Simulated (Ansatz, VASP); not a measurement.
MgRh: VASP beside Ansatz

```
CELL_PARAMETERS angstrom
3.09920 0.00000 0.00000
0.00000 3.09920 0.00000
0.00000 0.00000 3.09920
ATOMIC_POSITIONS crystal
Mg 0.00000 0.00000 0.00000
Rh 0.50000 0.50000 0.50000
```

Alike in both runs: task single point; functional LDA; k mesh 16 × 16 × 16; occupations gaussian, width 0.15 eV; no spin polarisation.

```csv
,VASP,Ansatz
version,VASP 6.6.1,Ansatz 0.2.0
potentials or method,"VASP PAW LDA potentials, release 64 (Mg, Rh_pv), cutoff 520 eV","scalar-relativistic, plane waves, PAW"
valence electrons in the cell,17,27
```

```tsv
	VASP	Ansatz	Ansatz less VASP
gap on the k mesh at the Fermi level (eV)	none	none	-
pressure (GPa)	-6.6	-6.3	+0.34
```

LDA's correlation is that of Perdew and Zunger in VASP and of Perdew and Wang (1992) in Ansatz. A gap of «none» marks a metal or a gap that the smearing closes. VASP's potentials hold 17 valence electrons a cell and Ansatz's 27, so a difference there can come from the potentials and not from the codes.
